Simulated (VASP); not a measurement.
Wanted: the native input for a VASP 6.6.1 run.

```
Task                   : single point
Functional             : r2SCAN
Potentials or basis    : VASP PAW PBE potentials, release 64 (Ir)
Cutoff                 : 520 eV
k mesh                 : 12 × 13 × 11
Occupations            : fermi-dirac, width 0.05 eV
Spin                   : no spin polarisation
Dipole correction      : no
Further INCAR settings : ALGO = Normal; EDIFF = 1e-06; NBANDS = 10
```

Crystal: Ir.

```
Ir
1.0
     0.00156    1.90672    1.90551
     1.90586    0.00340    1.90371
     1.91054    1.90967   -0.00119
Ir
1
Direct
  0.00000 0.00000 0.00000
```

The input as run:

POSCAR

```
Ir
1.0
    0.0015553622      1.9067180450      1.9055075893
    1.9058559087      0.0033981897      1.9037125562
    1.9105418401      1.9096650824     -0.0011935009
Ir
1
Direct
    0.0000000000      0.0000000000      0.0000000000
```

INCAR.step1

```
  ALGO = Normal
  EDIFF = 1E-4
  ENCUT = 520
  GGA = PE
  ISMEAR = -1
  LASPH = True
  LCHARG = False
  LREAL = False
  LWAVE = True
  NBANDS = 10
  NELM = 60
  PREC = Accurate
  SIGMA = 0.05
```

INCAR.step2

```
  ALGO = Normal
  EDIFF = 1E-6
  ENCUT = 520
  ISIF = 2
  ISMEAR = -1
  ISTART = 1
  LASPH = True
  LCHARG = False
  LMIXTAU = True
  LREAL = False
  LWAVE = False
  METAGGA = R2SCAN
  NBANDS = 10
  NELM = 60
  PREC = Accurate
  SIGMA = 0.05
```

KPOINTS

```
k-points
0
Gamma
  12 13 11
```

Potentials or basis: VASP PAW PBE potentials, release 64 (Ir).

The run is started by

```sh
$ cat potpaw_PBE.64/Ir/POTCAR > POTCAR
$ cp INCAR.step1 INCAR
$ mpirun -np 1 vasp_std > vasp.out
$ cp INCAR.step2 INCAR
$ mpirun -np 1 vasp_std > vasp.out
```

It gave:

| Item | Value |
| --- | --- |
| Pressure | 12.9 GPa |
| Band gap on the k mesh | zero (an odd number of electrons rules out a gap without spin polarisation) |

Caveat: the cell stands under pressure; the PAW data sets were made with another functional, which shifts forces and pressure a little; spin-orbit coupling is left out, which moves the levels of the heavy elements.

Run time: 7 min on 1 thread of Intel Xeon 8259CL, with other jobs on the host, peak memory 0.24 GiB.
